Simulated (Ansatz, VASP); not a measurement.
## One calculation of Sb2Se3, two programs

```xyz
5
Lattice="2.6279 1.5172 6.6429 -2.6279 1.5172 6.6429 0.0000 -3.0345 6.6429" Properties=species:S:1:pos:R:3 pbc="T T T"
Sb    0.0000    0.0000    5.6573
Sb    0.0000    0.0000   14.2712
Se    0.0000    0.0000   11.6499
Se    0.0000    0.0000    8.2787
Se    0.0000    0.0000    0.0000
```

Change from the starting cell: species swapped into the Li3In2 type (R-3m, No. 166).

Alike in both runs: functional PBE; k mesh 3 × 3 × 3; occupations gaussian, width 0.15 eV; no spin polarisation.

Ansatz relaxed the structure, and its values are those at the end. VASP's run is a single point on that final structure, the one shown.

|  | VASP | Ansatz |
| --- | --- | --- |
| version | VASP 6.6.1 | Ansatz 0.2.0 |
| potentials or method | VASP PAW PBE potentials, release 64 (Sb, Se), cutoff 500 eV | scalar-relativistic, plane waves, PAW |
| valence electrons in the cell | 28 | 78 |

VASP gave:

| Item | Value |
| --- | --- |
| gap on the k mesh at the Fermi level (eV) | 0.66 |
| least direct gap on the mesh (eV) | 1.06 |
| pressure (GPa) | 0.1 |
| rms of the force components (eV/Å) | 0.034 |

Q: Which values does Ansatz return?

A: gap on the k mesh at the Fermi level (eV): 0.67; least direct gap on the mesh (eV): 1.06; pressure (GPa): 0.1; rms of the force components (eV/Å): 0.028.

With one functional, cell and mesh, what is left measures potentials, basis and numerics. VASP's potentials hold 28 valence electrons a cell and Ansatz's 78, so a difference there can come from the potentials and not from the codes.

The k mesh is coarse, so the values compare programs but aren't converged. Spin-orbit coupling is off throughout.
